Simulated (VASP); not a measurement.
# MoS2 in VASP: single point with PBE+D3(BJ)

Aim: the single point of MoS2 with PBE+D3(BJ).

Everything below comes from runs of VASP 6.6.1. Logs are shortened: lines on timing, memory, paths and dates and some standing lists are left out, and cuts for length are marked.

**1. The cell of the first run**

The cell holds a sheet with vacuum, 9 atoms: a = 3.192 Å, b = 3.192 Å, c = 54.648 Å, α = 90.00°, β = 90.00°, γ = 120.00°.

**2. Single point, PBE+D3(BJ)**

Input file INCAR:

```
ALGO = Normal
DIPOL = 0.5 0.5 0.306
EDIFF = 1E-6
ENCUT = 520
GGA = PE
IDIPOL = 3
ISIF = 2
ISMEAR = 0
IVDW = 12
LASPH = T
LCHARG = F
LDIPOL = T
LREAL = F
LWAVE = F
NBANDS = 49
NELM = 100
PREC = Accurate
SIGMA = 0.02
```

Input file KPOINTS:

```
k-points
0
Gamma
  12 12 1
```

Input file POSCAR:

```
MoS2
1.0
    3.1916000000      0.0000000000      0.0000000000
   -1.5958000000      2.7640066787      0.0000000000
    0.0000000000      0.0000000000     54.6480000066
S Mo
6 3
Direct
    0.6666666667      0.3333333333      0.1670811351
    0.6666666667      0.3333333333      0.2239415283
    0.3333333333      0.6666666667      0.2774096778
    0.3333333333      0.6666666667      0.3342138033
    0.6666666667      0.3333333333      0.3876819528
    0.6666666667      0.3333333333      0.4445423460
    0.3333333333      0.6666666667      0.1955261512
    0.6666666667      0.3333333333      0.3058117406
    0.3333333333      0.6666666667      0.4160973299
```

Potentials or basis: VASP PAW PBE potentials, release 64 (S, Mo_sv).

The run is started by

```
cat potpaw_PBE.64/S/POTCAR potpaw_PBE.64/Mo_sv/POTCAR > POTCAR
mpirun -np 1 vasp_std > vasp.out
```

OUTCAR:

```text
EDIFF = 1E-6
   ENCUT = 520
   GGA = PE
   ISIF = 2
   ISMEAR = 0
   IVDW = 12
   LASPH = T
   LREAL = F
   NELM = 100
   PREC = Accurate
 IVDW          = 12

 ion  position               nearest neighbor table
   1  0.667  0.333  0.167-   7 2.41   7 2.41   7 2.41
   2  0.667  0.333  0.224-   7 2.41   7 2.41   7 2.41
   3  0.333  0.667  0.277-   8 2.41   8 2.41   8 2.41
   4  0.333  0.667  0.334-   8 2.41   8 2.41   8 2.41
   5  0.667  0.333  0.388-   9 2.41   9 2.41   9 2.41
   6  0.667  0.333  0.445-   9 2.41   9 2.41   9 2.41
   7  0.333  0.667  0.196-   2 2.41   2 2.41   2 2.41   1 2.41   1 2.41   1 2.41
   8  0.667  0.333  0.306-   4 2.41   4 2.41   4 2.41   3 2.41   3 2.41   3 2.41
   9  0.333  0.667  0.416-   5 2.41   5 2.41   5 2.41   6 2.41   6 2.41   6 2.41

  LATTYP: Found a hexagonal cell.
 ALAT       =     3.1916000000
 C/A-ratio  =    17.1224464239

  Lattice vectors:

 A1 = (   3.1916000000,   0.0000000000,   0.0000000000)
 A2 = (  -1.5958000000,   2.7640066787,   0.0000000000)
 A3 = (   0.0000000000,   0.0000000000,  54.6480000066)

Analysis of symmetry for initial positions (statically):
=====================================================================
 Subroutine PRICEL returns:
 Original cell was already a primitive cell.

 Routine SETGRP: Setting up the symmetry group for a
 hexagonal supercell.

 Subroutine GETGRP returns: Found 12 space group operations
 (whereof  6 operations were pure point group operations)
 out of a pool of 24 trial point group operations.

The static configuration has the point symmetry C_3v.
 The point group associated with its full space group is D_3h.

Analysis of symmetry for dynamics (positions and initial velocities):
=====================================================================
 Subroutine PRICEL returns:
 Original cell was already a primitive cell.

 Routine SETGRP: Setting up the symmetry group for a
 hexagonal supercell.

 Subroutine GETGRP returns: Found 12 space group operations
 (whereof  6 operations were pure point group operations)
 out of a pool of 24 trial point group operations.

The dynamic configuration has the point symmetry C_3v.
 The point group associated with its full space group is D_3h.

 Subroutine INISYM returns: Found 12 space group operations
 (whereof  6 operations are pure point group operations),
 and found     1 'primitive' translations

----------------------------------------------------------------------------------------

                                     Primitive cell

  volume of cell :     482.0830

  direct lattice vectors                    reciprocal lattice vectors
     3.191600000  0.000000000  0.000000000     0.313322471  0.180896813  0.000000000
    -1.595800000  2.764006679  0.000000000     0.000000000  0.361793627  0.000000000
     0.000000000  0.000000000 54.648000007     0.000000000  0.000000000  0.018298931

  length of vectors
     3.191600000  3.191600000 54.648000007     0.361793627  0.361793627  0.018298931

  position of ions in fractional coordinates (direct lattice)
     0.666666667  0.333333333  0.167081135
     0.666666667  0.333333333  0.223941528
     0.333333333  0.666666667  0.277409678
     0.333333333  0.666666667  0.334213803
     0.666666667  0.333333333  0.387681953
     0.666666667  0.333333333  0.444542346
     0.333333333  0.666666667  0.195526151
     0.666666667  0.333333333  0.305811741
     0.333333333  0.666666667  0.416097330

  ion indices of the primitive-cell ions
   primitive index   ion index
                 1           1
                 2           2
                 3           3
                 4           4
                 5           5
                 6           6
                 7           7
                 8           8
                 9           9

----------------------------------------------------------------------------------------

 KPOINTS: k-points

Automatic generation of k-mesh.
 Grid dimensions read from file:
 generate k-points for:   12   12    1

 Generating k-lattice:

  Cartesian coordinates                     Fractional coordinates (reciprocal lattice)
     0.026110206  0.015074734  0.000000000     0.083333333  0.000000000  0.000000000
     0.000000000  0.030149469  0.000000000     0.000000000  0.083333333  0.000000000
     0.000000000  0.000000000  0.018298931     0.000000000  0.000000000  1.000000000

  Length of vectors
     0.030149469  0.030149469  0.018298931

  Shift w.r.t. Gamma in fractional coordinates (k-lattice)
     0.000000000  0.000000000  0.000000000

 Subroutine IBZKPT returns following result:
 ===========================================

 Found     19 irreducible k-points:

 Following reciprocal coordinates:
            Coordinates               Weight
  0.000000  0.000000  0.000000      1.000000
  0.083333 -0.000000  0.000000      6.000000
  0.166667 -0.000000  0.000000      6.000000
  0.250000  0.000000  0.000000      6.000000
  0.333333  0.000000  0.000000      6.000000
  0.416667  0.000000  0.000000      6.000000
[... 11 lines left out ...]
  0.333333  0.250000  0.000000     12.000000
  0.333333  0.333333  0.000000      2.000000
   k-points           NKPTS =     19   k-points in BZ     NKDIM =     19   number of bands    NBANDS=     49
   number of dos      NEDOS =    301   number of ions     NIONS =      9
   total plane-waves  NPLWV = 241920
   dimension x,y,z NGX =    24 NGY =   24 NGZ =  420
   dimension x,y,z NGXF=    48 NGYF=   48 NGZF=  840
   ions per type =               6   3
   NGX,Y,Z   is equivalent  to a cutoff of  12.50, 12.50, 12.78 a.u.
   NGXF,Y,Z  is equivalent  to a cutoff of  25.00, 25.00, 25.55 a.u.
 SYSTEM =  unknown system
   PREC   = accura    normal or accurate (medium, high low for compatibility)
   ISTART =      0    job   : 0-new  1-cont  2-samecut
   ICHARG =      2    charge: 1-file 2-atom 10-const
   ISPIN  =      1    spin polarized calculation?
   LNONCOLLINEAR =      F non collinear calculations
   LSORBIT =      F    spin-orbit coupling
   LASPH  =      T    aspherical Exc in radial PAW
   ENCUT  =  520.0 eV  38.22 Ry    6.18 a.u.   5.93  5.93101.61*2*pi/ulx,y,z
   NELM   =    100;   NELMIN=  2; NELMDL= -5     # of ELM steps
   EDIFF  = 0.1E-05   stopping-criterion for ELM
   LREAL  =      F    real-space projection
   EDIFFG = 0.1E-04   stopping-criterion for IOM
   NSW    =      0    number of steps for IOM
   IBRION =     -1    ionic relax: 0-MD 1-quasi-New 2-CG
   NFREE  =      0    steps in history (QN), initial steepest desc. (CG)
   ISIF   =      2    stress and relaxation
   ISYM   =      2    0-nonsym 1-usesym 2-fastsym
   POTIM  = 0.5000    time-step for ionic-motion
   TEBEG  =    0.0;   TEEND  =   0.0 temperature during run
   PSTRESS=    0.0 pullay stress
   NELECT =      78.0000    total number of electrons
   NUPDOWN=      -1.0000    fix difference up-down
   EMIN   =  10.00;   EMAX   =-10.00  energy-range for DOS
   EFERMI =   0.00;   METHOD = LEGACY
   ISMEAR =     0;   SIGMA  =   0.02  broadening in eV -4-tet -1-fermi 0-gaus
   EFERMI_NEDOS =   21; number of points for ismear=-14 and -15
   IALGO  =     38    algorithm
   IMIX   =      4    mixing-type and parameters
     AMIX     =   0.40;   BMIX     =  1.00
     AMIX_MAG =   1.60;   BMIX_MAG =  1.00
  volume/ion in A,a.u.               =      53.56       361.47
  Fermi-wavevector in a.u.,A,eV,Ry     =   0.892070  1.685768 10.827373  0.795789
  Thomas-Fermi vector in A             =   2.013972
   LORBIT       =      0    0 simple, 1 ext, 2 COOP (PROOUT), +10 PAW based schemes
   GGA     = PE    functional components
   LHFCALC =     F    Hartree Fock is set to
   AEXX    =    0.0000 exact exchange contribution
   IVDW    =    12    specifies the selected vdW correction
   LEPSILON=     F    determine dielectric tensor
   LRPA    =     F    only Hartree local field effects (RPA)
 non-spin polarized calculation
 Gauss-broadening in eV      SIGMA  =   0.02
  energy-cutoff  :      520.00
  volume of cell :      482.08
 maximum number of plane-waves:     13077
 NGX is ok and might be reduce to    24
   NGX = 11   NGY = 11   NGZ =203

 dipolmoment           0.000000      0.000000      0.000029 electrons x Angstroem

 number of electron      77.9999999 magnetization

 dipolmoment           0.000000      0.000000     -0.000000 electrons x Angstroem

 Free energy of the ion-electron system (eV)
  ---------------------------------------------------
  ext. energy  EPLUGINS =         0.00000000
  ---------------------------------------------------
  free energy    TOTEN  =       -65.42758340 eV

  energy without entropy =      -65.42758340  energy(sigma->0) =      -65.42758340

 E-fermi :  -0.7592     XC(G=0):  -3.8282

 val. band max:       -0.9747626668   @ k =   0.0000   0.0000   0.0000
 cond. band min:      -0.0679573780   @ k =   0.3333   0.3333   0.0000
 fundamental gap:      0.9068052889
 Fermi energy:        -0.7592080323

 k-point     1 :       0.0000    0.0000    0.0000
  band No.  band energies     occupation
      1     -62.5464      2.00000
      2     -62.5442      2.00000
      3     -62.5442      2.00000
      4     -36.6816      2.00000
      5     -36.6793      2.00000
      6     -36.6793      2.00000
[... 41 lines left out ...]
     48       1.3288      0.00000
     49       1.3666      0.00000

 k-point     2 :       0.0833   -0.0000    0.0000
  band No.  band energies     occupation
      1     -62.5440      2.00000
      2     -62.5418      2.00000
      3     -62.5418      2.00000
      4     -36.6768      2.00000
      5     -36.6745      2.00000
      6     -36.6745      2.00000
[... 876 lines left out ...]
 k-point    19 :       0.3333    0.3333    0.0000
  band No.  band energies     occupation
      1     -62.5057      2.00000
      2     -62.5035      2.00000
      3     -62.5035      2.00000
      4     -36.7654      2.00000
      5     -36.7608      2.00000
      6     -36.7608      2.00000
[... 41 lines left out ...]
     48       1.8539      0.00000
     49       3.1206      0.00000

------------------------ aborting loop because EDIFF is reached ----------------------------------------

 vacuum level on the upper side and lower side of the slab       (xc-potential included)        -0.012        -0.012

 Edisp (eV)   -3.48200

 E8    (eV) :    -1.4375

  FORCE on cell =-STRESS in cart. coord.  units (eV):
  Direction    XX          YY          ZZ          XY          YZ          ZX
  --------------------------------------------------------------------------------------
  -------------------------------------------------------------------------------------
  Total      -3.57609    -3.57609    -0.18512    -0.00000     0.00000    -0.00000
  in kB     -11.88493   -11.88493    -0.61523    -0.00000     0.00000    -0.00000
  external pressure =       -8.13 kB  Pullay stress =        0.00 kB

 VOLUME and BASIS-vectors are now :
 -----------------------------------------------------------------------------
  energy-cutoff  :      520.00
  volume of cell :      482.08
      direct lattice vectors                 reciprocal lattice vectors
     3.191600000  0.000000000  0.000000000     0.313322471  0.180896813  0.000000000
    -1.595800000  2.764006679  0.000000000     0.000000000  0.361793627  0.000000000
     0.000000000  0.000000000 54.648000007     0.000000000  0.000000000  0.018298931

 POSITION                                       TOTAL-FORCE (eV/Angst)
 -----------------------------------------------------------------------------------
      1.59580      0.92134      9.13065        -0.000000      0.000000      0.014136
      1.59580      0.92134     12.23796        -0.000000     -0.000000     -0.016152
     -0.00000      1.84267     15.15988        -0.000000     -0.000000      0.016528
     -0.00000      1.84267     18.26412        -0.000000      0.000000     -0.016528
      1.59580      0.92134     21.18604        -0.000000     -0.000000      0.016152
      1.59580      0.92134     24.29335        -0.000000      0.000000     -0.014136
     -0.00000      1.84267     10.68511         0.000000      0.000000     -0.000026
      1.59580      0.92134     16.71200         0.000000     -0.000000     -0.000000
     -0.00000      1.84267     22.73889         0.000000      0.000000      0.000026
 -----------------------------------------------------------------------------------
    total drift:                                0.000000     -0.000000     -0.000017

  FREE ENERGIE OF THE ION-ELECTRON SYSTEM (eV)
  ---------------------------------------------------
  free  energy   TOTEN  =       -68.9095862549 eV

  energy  without entropy=      -68.9095862549  energy(sigma->0) =      -68.90958625

 vacuum level on the upper side and lower side of the slab         4.197         4.197
```

It took 25 min on 1 thread of Intel Xeon 8259CL, shared host; peak memory 0.75 GiB.

What came out:

```yaml
Free_energy: -68.9096 eV
Largest_force: 0.017 eV/Å
Band_gap_on_the_k_mesh: 0.91 eV (least direct gap 1.58 eV)
Dispersion_energy_per_atom: -0.387 eV
```

Forces in eV/Å, atoms in the order of the input:
```
S    0.000  0.000  0.014
S    0.000  0.000 -0.016
S    0.000  0.000  0.017
S    0.000  0.000 -0.017
S    0.000  0.000  0.016
S    0.000  0.000 -0.014
Mo   0.000  0.000  0.000
Mo   0.000  0.000  0.000
Mo   0.000  0.000  0.000
```
